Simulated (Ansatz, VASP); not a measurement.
## Two plane-wave programs on WC

```xyz
2
Lattice="2.9119 0.0000 0.0000 -1.4559 2.5218 0.0000 0.0000 0.0000 2.8369" Properties=species:S:1:pos:R:3 pbc="T T T"
W     0.0000    0.0000    0.0000
C     1.4559    0.8406    1.4185
```

Alike in both runs: task single point; functional r2SCAN; k mesh 14 × 14 × 12; occupations tetrahedron; no spin polarisation.

```csv
,VASP,Ansatz
version,VASP 6.6.1,Ansatz 0.2.0
potentials or method,"VASP PAW PBE potentials, release 64 (W_sv, C), cutoff 520 eV","scalar-relativistic, plane waves, PAW"
valence electrons in the cell,18,18
```

Ansatz gave:

| Property | Result |
| --- | --- |
| gap on the k mesh at the Fermi level (eV) | none |
| pressure (GPa) | 0.0 |
| traceless stress, the component that is largest in VASP (GPa) | -0.05 |

Which values does VASP return?

gap on the k mesh at the Fermi level (eV): none; pressure (GPa): 1.9; traceless stress, the component that is largest in VASP (GPa): 0.17.

VASP's potentials were made for PBE, not for r2SCAN. A gap of «none» marks a metal or a gap that the smearing closes. Ansatz's warnings: band table not solved further, tetrahedron derivatives may miss energy slope.

Neither program's run includes spin-orbit coupling.
